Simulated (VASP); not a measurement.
Wanted: the native input for a VASP 6.6.1 run.

```yaml
Task: single point
Functional: PBE
Potentials_or_basis: VASP PAW PBE potentials, release 64 (Ca_sv, F)
Cutoff: 520 eV
k_mesh: 12 × 12 × 1
Occupations: gaussian, width 0.1 eV
Spin: no spin polarisation
Dipole_correction: yes
Further_INCAR_settings: ALGO = Normal; EDIFF = 1e-06; NBANDS = 20
```

The structure of Ca2F lies in POSCAR:

```
Ca2F
1.0
    4.0050807996      0.0000000000      0.0000000000
   -2.0025403998      3.4685017166      0.0000000000
    0.0000000000      0.0000000000     32.2159844461
Ca F
2 1
Direct
    0.0000000000      0.0000000000      0.3292746729
    0.0000000000      0.0000000000      0.1984136871
    0.0000000000      0.0000000000      0.2638441800
```

The cell was built from a structure type or drawn by symmetry, and may not be a known phase.

The input as run:

INCAR

```
SYSTEM = Ca2F
  PREC = Accurate
  ENCUT = 520
  EDIFF = 1E-6
  ISMEAR = 0
  SIGMA = 0.1
  LREAL = .FALSE.
  LASPH = .TRUE.
  NELM = 100
  ALGO = Normal
  ISIF = 2
  LWAVE = .FALSE.
  LCHARG = .FALSE.
  LDIPOL = .TRUE.
  IDIPOL = 3
  DIPOL = 0.5 0.5 0.264
  GGA = PE
  NBANDS = 20
```

KPOINTS

```
regular mesh
0
G
  12 12 1
  0 0 0
```

Potentials or basis: VASP PAW PBE potentials, release 64 (Ca_sv, F).

Run with:

```bash
$ cat potpaw_PBE.64/Ca_sv/POTCAR potpaw_PBE.64/F/POTCAR > POTCAR
$ mpirun -np 1 vasp_std > vasp.out
```

Results of the run:

```json
{
 "Largest force": "0.072 eV/Å",
 "Band gap on the k mesh": "zero (an odd number of electrons rules out a gap without spin polarisation)"
}
```

Caveat: an odd number of electrons without spin polarisation forces a metal; a magnetic or distorted state may lie lower.

It took 7.8 min on 1 thread of Intel Xeon 8259CL, on a shared host, peak memory 0.6 GiB.
